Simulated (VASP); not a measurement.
A run of VASP 6.6.1 is set up as follows.

The input INCAR:

```
SYSTEM = AlN
PREC     = Accurate       ! precision mode
ENCUT    = 520            ! plane-wave cutoff, eV
EDIFF    = 1E-6           ! SCF threshold, eV
ISMEAR   = 0              ! smearing method
SIGMA    = 0.05           ! smearing width, eV
LREAL    = .FALSE.        ! projectors in reciprocal space
LASPH    = .TRUE.         ! aspherical terms in the spheres
NELM     = 100            ! most SCF steps
ALGO     = Normal         ! electronic algorithm
ISIF     = 2              ! what is computed and relaxed
LWAVE    = .FALSE.        ! write WAVECAR
LCHARG   = .FALSE.        ! write CHGCAR
GGA      = PS             ! functional
NBANDS   = 26             ! bands
```

KPOINTS

```
Automatic mesh
0
G
  8 8 8
  0 0 0
```

File POSCAR:

```
AlN
1.0
   -3.1135599857      0.0000000000      0.0000000000
    0.0000000000      5.3928440876      0.0000000000
    1.5567799928     -2.6964220438     -4.9833504711
Al N
4 4
Direct
    1.0218551146      0.3337814449      0.9984886819
    0.5218551146      0.8337814449      0.9984886819
    0.2266335673      0.9147072369      0.4984886819
    0.7266335673      0.4147072369      0.4984886819
    0.7880561822      0.1441855807      0.6165124308
    0.2880561822      0.6441855807      0.6165124308
    0.0784562486      0.7223268502      0.1165124308
    0.5784562486      0.2223268502      0.1165124308
```

Potentials or basis: VASP PAW PBE potentials, release 64 (Al, N).

Run with:

```sh
$ cat potpaw_PBE.64/Al/POTCAR potpaw_PBE.64/N/POTCAR > POTCAR
$ mpirun -np 1 vasp_std > vasp.out
```

(1) What does it give for the largest force?

(2) Predict the pressure.

(3) Predict the band gap on the k mesh.

Answers

(1) 0.463 eV/Å.

(2) -0.1 GPa.

(3) 4.05 eV.

Caveat: the cell differs from its parent crystal (atoms displaced along several vibrational modes); the PAW data sets were made with another functional, which shifts forces and pressure a little.
